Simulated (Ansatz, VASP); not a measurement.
# W: VASP beside Ansatz

```
W
1.0
     0.00000    2.03000    2.03000
     2.03000    0.00000    2.03000
     2.03000    2.03000    0.00000
W
1
Direct
  0.00000 0.00000 0.00000
```

Alike in both runs: task relaxation of cell and atoms; functional PBEsol; k mesh 11 × 11 × 11; occupations fermi-dirac, width 0.05 eV; no spin polarisation.

```csv
,VASP,Ansatz
version,VASP 6.6.1,Ansatz 0.2.0
potentials or method,"VASP PAW PBE potentials, release 64 (W_sv), cutoff 600 eV","all-electron LAPW, scalar-relativistic"
```

|  | VASP | Ansatz | Ansatz less VASP |
| --- | --- | --- | --- |
| relaxed volume (Å³/atom) | 16.03 | 16.00 | -0.029 |
| relaxed cell length with the largest relative difference (Å) | 2.830 | 2.828 | -0.0017 |

VASP's potentials were made for PBE, not for PBEsol. Ansatz ran all-electron here, and VASP with PAW potentials.

Neither program's run includes spin-orbit coupling.
